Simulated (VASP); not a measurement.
Crystal: BeCl.

```
Be Cl
1.0
     3.08577    0.00000    0.00000
     0.00000    3.08577    0.00000
     0.00000    0.00000    3.08577
Be Cl
1 1
Direct
  0.00000 0.00000 0.00000
  0.50000 0.50000 0.50000
```

| Quantity | Value |
| --- | --- |
| Program | VASP 6.6.1 |
| Task | relaxation of cell and atoms |
| Functional | PBE |
| Potentials or basis | VASP PAW PBE potentials, release 64 (Be, Cl) |
| Cutoff | 600 eV |
| k mesh | 18 × 18 × 18 |
| Occupations | gaussian, width 0.1 eV |
| Spin | no spin polarisation |

At the start: pressure -1.3 GPa; volume 14.69 Å³/atom.

Where does the relaxation end?

Over 3 steps the energy falls by 2.5 meV/atom and the volume is 14.06 Å³/atom (-4.3 %); space group Pm-3m (No. 221, to 0.05 Å).

Step by step:
| step | energy change (eV) | largest force (eV/Å) | pressure (GPa) | volume (Å³) |
| --- | --- | --- | --- | --- |
| 1 | 0.0000 | 0.0000 | -1.27 | 29.38 |
| 2 | -0.0031 | 0.0000 | -0.77 | 28.89 |
| 3 | -0.0049 | 0.0000 | 0.07 | 28.11 |

Final structure:
```
CELL_PARAMETERS angstrom
3.04064 0.00000 0.00000
0.00000 3.04064 0.00000
0.00000 0.00000 3.04064
ATOMIC_POSITIONS crystal
Be 0.00000 0.00000 0.00000
Cl 0.50000 0.50000 0.50000
```

Caveat: an odd number of electrons without spin polarisation forces a metal; a magnetic or distorted state may lie lower.
